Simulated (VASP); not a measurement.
Crystal: BN.

```
B N
1.0
     0.00000    1.80483    1.80483
     1.80483    0.00000    1.80483
     1.80483    1.80483    0.00000
B N
1 1
Direct
  0.00000 0.00000 0.00000
  0.25000 0.25000 0.25000
```

Base run:

```yaml
Program: VASP 6.6.1
Functional: PBE
Potentials_or_basis: VASP PAW PBE potentials, release 64 (B, N)
Cutoff: 520 eV
k_mesh: 8 × 8 × 8
Occupations: gaussian, width 0.01 eV
Spin: no spin polarisation
```

Its results: band gap on the k mesh 4.46 eV, indirect (least direct gap 8.84 eV); pressure 5.0 GPa.

**Question.** After a change of settings the same cell gave: band gap on the k mesh 4.98 eV, indirect (least direct gap 9.55 eV); pressure 1.1 GPa. Which change was it?
A. functional from PBE to r2SCAN
B. k mesh from 8 × 8 × 8 to 12 × 12 × 12
C. functional from PBE to PBE0

**Answer.** A.

r2SCAN gives the wider gap, since meta-GGAs in the generalised Kohn-Sham scheme recover part of the derivative discontinuity.

Caveats: the PAW data sets were made with another functional, which shifts forces and pressure a little (some runs).
